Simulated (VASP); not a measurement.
# Ta3AsAu2O13 (P6/mmm) in VASP: further runs

Ta3AsAu2O13 is run at these levels: PBE; tasks: single point, relaxation of cell and atoms.

Program: VASP 6.6.1. These are calculated values, not measurements. Logs are shortened: lines on timing, memory, paths and dates and some standing lists are left out, and cuts for length are marked.

**1. The cell of the first run**

The structure is hexagonal, space group P6/mmm (No. 191). Conventional cell: a = 6.715 Å, b = 6.715 Å, c = 8.170 Å, α = 90.00°, β = 90.00°, γ = 120.00°. Within 2.6 Å of Ta (site symmetry mmm) lie 2 O at 1.94 Å. Within 4.5 Å of As (site symmetry 6/mmm) lie 6 Ta at 3.36 Å and 32 O at 3.88 to 4.48 Å. Within 2.6 Å of Au (site symmetry -6m2) lie 5 O at 1.99 to 2.03 Å. Within 2.4 Å of O (site symmetry mm2) lie 3 O at 1.85 Å and 1 Au at 2.03 Å. Within 2.6 Å of O (site symmetry 3m) lie 1 Au at 1.99 Å and 1 O at 2.09 Å. O (site symmetry -6m2) has 3 Ta at 1.94 Å and 2 O at 2.09 Å within 2.6 Å. O (site symmetry 6/mmm) has 6 O at 1.85 Å within 2.4 Å.

The cell was generated, and may not be a known phase.

**2. Single point, PBE**

INCAR reads:

```
SYSTEM = Ta3AsAu2O13
PREC = Accurate
ENCUT = 520
EDIFF = 1E-6
ISMEAR = 0
SIGMA = 0.15
LREAL = Auto
LASPH = .TRUE.
NELM = 100
ALGO = Normal
ISIF = 2
LWAVE = .FALSE.
LCHARG = .TRUE.
GGA = PE
LELF = .TRUE.
LVHAR = .TRUE.
NBANDS = 84
```

KPOINTS reads:

```
Automatic mesh
0
G
  2 2 2
  0 0 0
```

POSCAR reads:

```
Ta3AsAu2O13
1.0
    6.7152812667     -0.0000000032      0.0000000000
   -3.3576406306      5.8156041721      0.0000000000
    0.0000000000      0.0000000000      8.1697830958
Ta As Au O
3 1 2 13
Direct
    0.5000000000      0.0000000000      0.0000000000
    0.0000000000      0.5000000000      0.0000000000
    0.5000000000      0.5000000000      0.0000000000
    0.0000000000      0.0000000000      0.0000000000
    0.3333333333      0.6666666667      0.5000000000
    0.6666666667      0.3333333333      0.5000000000
    0.1587201177      0.8412798823      0.5000000000
    0.1587201177      0.3174402354      0.5000000000
    0.6825597646      0.8412798823      0.5000000000
    0.8412798823      0.1587201177      0.5000000000
    0.8412798823      0.6825597646      0.5000000000
    0.3174402354      0.1587201177      0.5000000000
    0.3333333333      0.6666666667      0.2563878293
    0.3333333333      0.6666666667      0.7436121707
    0.6666666667      0.3333333333      0.7436121707
    0.6666666667      0.3333333333      0.2563878293
    0.3333333333      0.6666666667      0.0000000000
    0.6666666667      0.3333333333      0.0000000000
    0.0000000000      0.0000000000      0.5000000000
```

Potentials or basis: VASP PAW PBE potentials, release 64 (Ta_pv, As, Au, O).

Run with:

```sh
> cat potpaw_PBE.64/Ta_pv/POTCAR potpaw_PBE.64/As/POTCAR potpaw_PBE.64/Au/POTCAR potpaw_PBE.64/O/POTCAR > POTCAR
> mpirun -np 1 vasp_std > vasp.out
```

OUTCAR:

```text
SYSTEM = Ta3AsAu2O13
   PREC = Accurate
   ENCUT = 520
   EDIFF = 1E-6
   ISMEAR = 0
   LREAL = Auto
   LASPH = .TRUE.
   NELM = 100
   ISIF = 2
   GGA = PE

 ion  position               nearest neighbor table
   1  0.500  0.000  0.000-  17 1.94  18 1.94   2 3.36   2 3.36   3 3.36   3 3.36
   2  0.000  0.500  0.000-  17 1.94  18 1.94   1 3.36   1 3.36   3 3.36   3 3.36
   3  0.500  0.500  0.000-  17 1.94  18 1.94   1 3.36   1 3.36   2 3.36   2 3.36
   4  0.000  0.000  0.000-
   5  0.333  0.667  0.500-  13 1.99  14 1.99   7 2.03   8 2.03   9 2.03
   6  0.667  0.333  0.500-  15 1.99  16 1.99  10 2.03  11 2.03  12 2.03
   7  0.159  0.841  0.500-  12 1.85  11 1.85  19 1.85   5 2.03
   8  0.159  0.317  0.500-  19 1.85  10 1.85  12 1.85   5 2.03
   9  0.683  0.841  0.500-  10 1.85  19 1.85  11 1.85   5 2.03
  10  0.841  0.159  0.500-   9 1.85   8 1.85  19 1.85   6 2.03
  11  0.841  0.683  0.500-  19 1.85   7 1.85   9 1.85   6 2.03
  12  0.317  0.159  0.500-   7 1.85  19 1.85   8 1.85   6 2.03
  13  0.333  0.667  0.256-   5 1.99
  14  0.333  0.667  0.744-   5 1.99
  15  0.667  0.333  0.744-   6 1.99
  16  0.667  0.333  0.256-   6 1.99
  17  0.333  0.667  0.000-   1 1.94   2 1.94   3 1.94
  18  0.667  0.333  0.000-   1 1.94   2 1.94   3 1.94
  19  0.000  0.000  0.500-   8 1.85  11 1.85   9 1.85  12 1.85   7 1.85  10 1.85

  LATTYP: Found a hexagonal cell.
 ALAT       =     6.7152812667
 C/A-ratio  =     1.2165958165

  Lattice vectors:

 A1 = (   6.7152812667,  -0.0000000032,   0.0000000000)
 A2 = (  -3.3576406306,   5.8156041721,   0.0000000000)
 A3 = (   0.0000000000,   0.0000000000,   8.1697830958)

Analysis of symmetry for initial positions (statically):
=====================================================================
 Subroutine PRICEL returns:
 Original cell was already a primitive cell.

 Routine SETGRP: Setting up the symmetry group for a
 hexagonal supercell.

 Subroutine GETGRP returns: Found 24 space group operations
 (whereof 24 operations were pure point group operations)
 out of a pool of 24 trial point group operations.

The static configuration has the point symmetry D_6h.

Analysis of symmetry for dynamics (positions and initial velocities):
=====================================================================
 Subroutine PRICEL returns:
 Original cell was already a primitive cell.

 Routine SETGRP: Setting up the symmetry group for a
 hexagonal supercell.

 Subroutine GETGRP returns: Found 24 space group operations
 (whereof 24 operations were pure point group operations)
 out of a pool of 24 trial point group operations.

The dynamic configuration has the point symmetry D_6h.

 Subroutine INISYM returns: Found 24 space group operations
 (whereof 24 operations are pure point group operations),
 and found     1 'primitive' translations

----------------------------------------------------------------------------------------

                                     Primitive cell

  volume of cell :     319.0580

  direct lattice vectors                    reciprocal lattice vectors
     6.715281267 -0.000000003  0.000000000     0.148914090  0.085975590  0.000000000
    -3.357640631  5.815604172  0.000000000     0.000000000  0.171951180  0.000000000
     0.000000000  0.000000000  8.169783096     0.000000000  0.000000000  0.122402270

  length of vectors
     6.715281267  6.715281267  8.169783096     0.171951180  0.171951180  0.122402270

  position of ions in fractional coordinates (direct lattice)
     0.500000000  0.000000000  0.000000000
     1.000000000  0.500000000  0.000000000
     0.500000000  0.500000000  0.000000000
     0.000000000  0.000000000  0.000000000
     0.333333333  0.666666667  0.500000000
     0.666666667  0.333333333  0.500000000
[... 11 lines left out ...]
     0.666666667  0.333333333  0.000000000
     0.000000000  0.000000000  0.500000000

  ion indices of the primitive-cell ions
   primitive index   ion index
                 1           1
                 2           2
                 3           3
                 4           4
[... 48 lines left out ...]
 Gauss-broadening in eV      SIGMA  =   0.15
  energy-cutoff  :      520.00
  volume of cell :      319.06
 maximum number of plane-waves:      8623
 NGX is ok and might be reduce to    50
   NGX = 25   NGY = 25   NGZ = 31

 number of electron     138.0000041 magnetization

 Free energy of the ion-electron system (eV)
  ---------------------------------------------------
  ext. energy  EPLUGINS =         0.00000000
  ---------------------------------------------------
  free energy    TOTEN  =       -95.59662073 eV

  energy without entropy =      -95.33180483  energy(sigma->0) =      -95.46421278

 E-fermi :   1.5360     XC(G=0):  -9.3365

 val. band max:        1.5342974472   @ k =   0.5000   0.0000   0.0000
 cond. band min:       1.5387198699   @ k =   0.5000   0.0000   0.0000
 fundamental gap:      0.0044224227
 Fermi energy:         1.5360491848

 k-point     1 :       0.0000    0.0000    0.0000
  band No.  band energies     occupation
      1     -35.5022      2.00000
      2     -35.0574      2.00000
      3     -35.0574      2.00000
      4     -35.0249      2.00000
      5     -34.9987      2.00000
      6     -34.9987      2.00000
[... 73 lines left out ...]
     80       2.8957      0.00000
     81       2.8957      0.00000

 k-point     2 :       0.5000    0.0000    0.0000
  band No.  band energies     occupation
      1     -35.3578      2.00000
      2     -35.2033      2.00000
      3     -35.0482      2.00000
      4     -35.0162      2.00000
      5     -35.0074      2.00000
      6     -34.9987      2.00000
[... 73 lines left out ...]
     80       2.8884      0.00000
     81       2.8956      0.00000

 k-point     3 :       0.0000    0.0000    0.5000
  band No.  band energies     occupation
      1     -35.5022      2.00000
      2     -35.0573      2.00000
      3     -35.0573      2.00000
      4     -35.0249      2.00000
      5     -34.9987      2.00000
      6     -34.9987      2.00000
[... 73 lines left out ...]
     80       2.9608      0.00000
     81       2.9608      0.00000

 k-point     4 :       0.5000    0.0000    0.5000
  band No.  band energies     occupation
      1     -35.3578      2.00000
      2     -35.2033      2.00000
      3     -35.0482      2.00000
      4     -35.0162      2.00000
      5     -35.0074      2.00000
      6     -34.9987      2.00000
[... 73 lines left out ...]
     80       2.9875      0.00000
     81       3.0704      0.00000
 [bands above 81 left out]

------------------------ aborting loop because EDIFF is reached ----------------------------------------

  FORCE on cell =-STRESS in cart. coord.  units (eV):
  Direction    XX          YY          ZZ          XY          YZ          ZX
  --------------------------------------------------------------------------------------
  -------------------------------------------------------------------------------------
  Total        1.0586158      1.0586158      0.5734071     -0.0000000      0.0000000      0.0000000
  in kB        5.3159316      5.3159316      2.8794139     -0.0000000      0.0000000      0.0000000
  external PRESSURE =       4.5037590 kB  Pullay stress =       0.0000000 kB

 VOLUME and BASIS-vectors are now :
 -----------------------------------------------------------------------------
  energy-cutoff  :      520.00
  volume of cell :      319.06
      direct lattice vectors                 reciprocal lattice vectors
     6.715281267 -0.000000003  0.000000000     0.148914090  0.085975590  0.000000000
    -3.357640631  5.815604172  0.000000000     0.000000000  0.171951180  0.000000000
     0.000000000  0.000000000  8.169783096     0.000000000  0.000000000  0.122402270

 POSITION                                       TOTAL-FORCE (eV/Angst)
 -----------------------------------------------------------------------------------
      3.35764     -0.00000      0.00000        -0.000000      0.000000      0.000000
     -1.67882      2.90780      0.00000        -0.000000      0.000000      0.000000
      1.67882      2.90780      0.00000        -0.000000      0.000000      0.000000
      0.00000      0.00000      0.00000        -0.000000      0.000000      0.000000
      0.00000      3.87707      4.08489        -0.000000      0.000000      0.000000
      3.35764      1.93853      4.08489        -0.000000     -0.000000      0.000000
[... 11 lines left out ...]
      3.35764      1.93853      0.00000        -0.000000      0.000000      0.000000
      0.00000      0.00000      4.08489        -0.000000      0.000000      0.000000
 -----------------------------------------------------------------------------------
    total drift:                               -0.000000     -0.000000     -0.000000

  FREE ENERGIE OF THE ION-ELECTRON SYSTEM (eV)
  ---------------------------------------------------
  free  energy   TOTEN  =       -95.5966207349 eV

  energy  without entropy=      -95.3318048328  energy(sigma->0) =      -95.46421278
```

It took 4.8 min on 1 thread of Intel Xeon Platinum 8259CL at 2.50GHz (Skylake/Cascade Lake), shared host; peak memory 0.43 GiB.

What came out:

* Free energy: -95.5966 eV
* Pressure: 0.5 GPa
* Largest force: 0.062 eV/Å
* Band gap on the k mesh: zero (bands 69 and 70 overlap by 0.47 eV)

Forces in eV/Å, atoms in the order of the input:
```
Ta   0.000  0.000  0.000
Ta   0.000  0.000  0.000
Ta   0.000  0.000  0.000
As   0.000  0.000  0.000
Au   0.000  0.000  0.000
Au   0.000  0.000  0.000
O   -0.024  0.014  0.000
O    0.000 -0.027  0.000
O    0.024  0.014  0.000
O    0.024 -0.014  0.000
O    0.000  0.027  0.000
O   -0.024 -0.014  0.000
O    0.000  0.000 -0.062
O    0.000  0.000  0.062
O    0.000  0.000  0.062
O    0.000  0.000 -0.062
O    0.000  0.000  0.000
O    0.000  0.000  0.000
O    0.000  0.000  0.000
```

Stress tensor (GPa, compression positive):
```
0.53 0.00 0.00
0.00 0.53 0.00
0.00 0.00 0.29
```

Caveat: the k points lie up to 0.54 Å⁻¹ apart; spin-orbit coupling is left out, which moves the levels of the heavy elements.

**3. Relaxation of cell and atoms, PBE**

This run uses another cell than the first one, of 14.17 Å³/atom.

INCAR reads:

```
ALGO = Normal
EDIFF = 1E-7
EDIFFG = -0.08
ENCUT = 600
GGA = PE
IBRION = 2
ISIF = 3
ISMEAR = 0
LASPH = T
LCHARG = F
LREAL = Auto
LWAVE = F
NELM = 60
NSW = 36
PREC = Accurate
SIGMA = 0.15
```

KPOINTS reads:

```
k-points
0
Gamma
  2 2 2
```

POSCAR reads:

```
Ta3AsAu2O13
1.0
    6.0844424300      0.0000000000      0.0000000000
   -3.0422212100      5.2692817100      0.0000000000
    0.0000000000      0.0000000000      8.3958178600
Ta As Au O
3 1 2 13
Direct
    0.5000000000      0.0000000000      0.0000000000
    0.0000000000      0.5000000000      0.0000000000
    0.5000000000      0.5000000000      0.0000000000
    0.0000000000      0.0000000000      0.0000000000
    0.3333333300      0.6666666700      0.5000000000
    0.6666666700      0.3333333300      0.5000000000
    0.1619138800      0.8380861200      0.5000000000
    0.1619138800      0.3238277500      0.5000000000
    0.6761722500      0.8380861200      0.5000000000
    0.8380861200      0.1619138800      0.5000000000
    0.8380861200      0.6761722500      0.5000000000
    0.3238277500      0.1619138800      0.5000000000
    0.3333333300      0.6666666700      0.2761382400
    0.3333333300      0.6666666700      0.7238617600
    0.6666666700      0.3333333300      0.7238617600
    0.6666666700      0.3333333300      0.2761382400
    0.3333333300      0.6666666700      0.0000000000
    0.6666666700      0.3333333300      0.0000000000
    0.0000000000      0.0000000000      0.5000000000
```

Potentials or basis: VASP PAW PBE potentials, release 64 (Ta_pv, As, Au, O).

Run with:

```sh
> cat potpaw_PBE.64/Ta_pv/POTCAR potpaw_PBE.64/As/POTCAR potpaw_PBE.64/Au/POTCAR potpaw_PBE.64/O/POTCAR > POTCAR
> mpirun -np 1 vasp_std > vasp.out
```

Run time: 35 min. Hardware: 1 thread of Intel Xeon Platinum 8259CL at 2.50GHz (Skylake/Cascade Lake), shared host; peak memory 0.53 GiB.

Results (log left out):

```yaml
Free_energy: -95.5500 eV
Relaxed_volume: 16.84 Å³/atom
Relaxed_cell: a = 6.719 Å, b = 6.719 Å, c = 8.183 Å, α = 90.00°, β = 90.00°, γ = 120.00°
Space_group_after_relaxing_to_0.1_Å: P6/mmm (No. 191)
Energy_gained_by_relaxing: 570.4 meV/atom
Ionic_steps: 9
Pressure_after_relaxing: 0.2 GPa
Largest_force_after_relaxing: 0.037 eV/Å
Band_gap_on_the_k_mesh: zero (bands 69 and 70 overlap by 0.46 eV)
```

Forces in eV/Å, atoms in the order of the input:
```
Ta   0.000  0.000  0.000
Ta   0.000  0.000  0.000
Ta   0.000  0.000  0.000
As   0.000  0.000  0.000
Au   0.000  0.000  0.000
Au   0.000  0.000  0.000
O    0.032 -0.019  0.000
O    0.000  0.037  0.000
O   -0.032 -0.019  0.000
O   -0.032  0.019  0.000
O    0.000 -0.037  0.000
O    0.032  0.019  0.000
O    0.000  0.000 -0.027
O    0.000  0.000  0.027
O    0.000  0.000  0.027
O    0.000  0.000 -0.027
O    0.000  0.000  0.000
O    0.000  0.000  0.000
O    0.000  0.000  0.000
```

Stress tensor (GPa, compression positive):
```
 0.29  0.00  0.00
 0.00  0.29  0.00
 0.00  0.00 -0.11
```

The path:
```tsv
step	energy change (eV)	largest force (eV/Å)	pressure (GPa)	volume (Å³)
1	0.0000	4.3130	41.54	269.18
2	-0.4493	1.0556	-18.65	431.83
3	-10.4560	0.9155	-3.62	337.38
4	-10.4884	1.0431	-2.48	334.06
5	-10.4910	1.0979	-1.98	332.64
6	-10.7899	0.4932	-0.90	324.74
7	-10.8309	0.1491	-0.17	320.75
8	-10.8309	0.1382	-0.22	320.99
9	-10.8371	0.0372	0.15	319.91
```

Final structure:
```
Ta As Au O
1.0
     6.71895    0.00000    0.00000
    -3.35947    5.81878    0.00000
     0.00000    0.00000    8.18266
Ta As Au O
3 1 2 13
Cartesian
  3.3595 0.0000 0.0000
  -1.6797 2.9094 0.0000
  1.6797 2.9094 0.0000
  0.0000 0.0000 0.0000
  0.0000 3.8792 4.0913
  3.3595 1.9396 4.0913
  -1.7624 4.8967 4.0913
  0.0000 1.8442 4.0913
  1.7624 4.8967 4.0913
  5.1218 0.9221 4.0913
  3.3595 3.9746 4.0913
  1.5971 0.9221 4.0913
  0.0000 3.8792 2.0975
  0.0000 3.8792 6.0852
  3.3595 1.9396 6.0852
  3.3595 1.9396 2.0975
  0.0000 3.8792 0.0000
  3.3595 1.9396 0.0000
  0.0000 0.0000 4.0913
```

Levels at points of the mesh, in eV from the Fermi level:
| k point | band 65 | band 66 | band 67 | band 68 | band 69 | band 70 | band 71 | band 72 | band 73 | band 74 |
| --- | --- | --- | --- | --- | --- | --- | --- | --- | --- | --- |
| (0.00, 0.00, 0.00) | -0.85 | -0.85 | -0.65 | -0.65 | -0.35 | -0.22 | 0.03 | 0.11 | 0.11 | 0.17 |
| (0.50, 0.00, 0.00) | -0.33 | -0.27 | -0.17 | 0.00 | 0.00 | 0.06 | 0.32 | 0.35 | 0.56 | 0.64 |
| (0.00, 0.00, 0.50) | -0.66 | -0.66 | -0.56 | -0.56 | -0.54 | -0.46 | -0.08 | -0.03 | -0.03 | 0.16 |
| (0.50, 0.00, 0.50) | -0.36 | -0.24 | -0.12 | -0.02 | -0.02 | 0.14 | 0.23 | 0.32 | 0.58 | 0.59 |

Caveat: the k points lie up to 0.54 Å⁻¹ apart in the final cell; the volume moved by over 15 % at a fixed basis, so the end points are rough; spin-orbit coupling is left out, which moves the levels of the heavy elements; the relaxation stopped at a loose force limit of 0.08 eV/Å, so its end isn't a converged minimum.

**4. Single point, PBE**

INCAR reads:

```
SYSTEM = Ta3AsAu2O13
PREC = Accurate
ENCUT = 520
EDIFF = 1E-6
ISMEAR = 0
SIGMA = 0.15
LREAL = Auto
LASPH = .TRUE.
NELM = 100
ALGO = Fast
ISIF = 2
LWAVE = .FALSE.
LCHARG = .TRUE.
GGA = PE
LELF = .TRUE.
LVHAR = .TRUE.
NBANDS = 84
```

KPOINTS reads:

```
Automatic mesh
0
G
  2 2 2
  0 0 0
```

POSCAR reads:

```
Ta3AsAu2O13
1.0
    6.7152812667     -0.0000000032      0.0000000000
   -3.3576406306      5.8156041721      0.0000000000
    0.0000000000      0.0000000000      8.1697830958
Ta As Au O
3 1 2 13
Direct
    0.5000000000      0.0000000000      0.0000000000
    0.0000000000      0.5000000000      0.0000000000
    0.5000000000      0.5000000000      0.0000000000
    0.0000000000      0.0000000000      0.0000000000
    0.3333333333      0.6666666667      0.5000000000
    0.6666666667      0.3333333333      0.5000000000
    0.1587201177      0.8412798823      0.5000000000
    0.1587201177      0.3174402354      0.5000000000
    0.6825597646      0.8412798823      0.5000000000
    0.8412798823      0.1587201177      0.5000000000
    0.8412798823      0.6825597646      0.5000000000
    0.3174402354      0.1587201177      0.5000000000
    0.3333333333      0.6666666667      0.2563878293
    0.3333333333      0.6666666667      0.7436121707
    0.6666666667      0.3333333333      0.7436121707
    0.6666666667      0.3333333333      0.2563878293
    0.3333333333      0.6666666667      0.0000000000
    0.6666666667      0.3333333333      0.0000000000
    0.0000000000      0.0000000000      0.5000000000
```

Run with:

```sh
> cat potpaw_PBE.64/Ta_pv/POTCAR potpaw_PBE.64/As/POTCAR potpaw_PBE.64/Au/POTCAR potpaw_PBE.64/O/POTCAR > POTCAR
> mpirun -np 1 vasp_std > vasp.out
```

Wall time 10 min (1 thread of Oxide Virtual Turin-like, shared host); peak memory 0.4 GiB.

It converged, with:

- Free energy: -95.5966 eV
- Pressure: 0.4 GPa
- Largest force: 0.062 eV/Å
- Band gap on the k mesh: zero (bands 69 and 70 overlap by 0.47 eV)

Forces in eV/Å, atoms in the order of the input:
```
Ta   0.000  0.000  0.000
Ta   0.000  0.000  0.000
Ta   0.000  0.000  0.000
As   0.000  0.000  0.000
Au   0.000  0.000  0.000
Au   0.000  0.000  0.000
O   -0.024  0.014  0.000
O    0.000 -0.028  0.000
O    0.024  0.014  0.000
O    0.024 -0.014  0.000
O    0.000  0.028  0.000
O   -0.024 -0.014  0.000
O    0.000  0.000 -0.062
O    0.000  0.000  0.062
O    0.000  0.000  0.062
O    0.000  0.000 -0.062
O    0.000  0.000  0.000
O    0.000  0.000  0.000
O    0.000  0.000  0.000
```

Stress tensor (GPa, compression positive):
```
0.53 0.00 0.00
0.00 0.53 0.00
0.00 0.00 0.28
```

Levels at points of the mesh, in eV from the Fermi level:
| k point | band 65 | band 66 | band 67 | band 68 | band 69 | band 70 | band 71 | band 72 | band 73 | band 74 |
| --- | --- | --- | --- | --- | --- | --- | --- | --- | --- | --- |
| (0.00, 0.00, 0.00) | -0.84 | -0.84 | -0.65 | -0.65 | -0.34 | -0.22 | 0.03 | 0.11 | 0.11 | 0.17 |
| (0.50, 0.00, 0.00) | -0.32 | -0.27 | -0.17 | 0.00 | 0.00 | 0.06 | 0.31 | 0.35 | 0.56 | 0.64 |
| (0.00, 0.00, 0.50) | -0.65 | -0.65 | -0.56 | -0.56 | -0.54 | -0.47 | -0.08 | -0.04 | -0.04 | 0.16 |
| (0.50, 0.00, 0.50) | -0.35 | -0.23 | -0.12 | -0.02 | -0.02 | 0.14 | 0.23 | 0.32 | 0.58 | 0.59 |

Caveat: the k points lie up to 0.54 Å⁻¹ apart; spin-orbit coupling is left out, which moves the levels of the heavy elements.
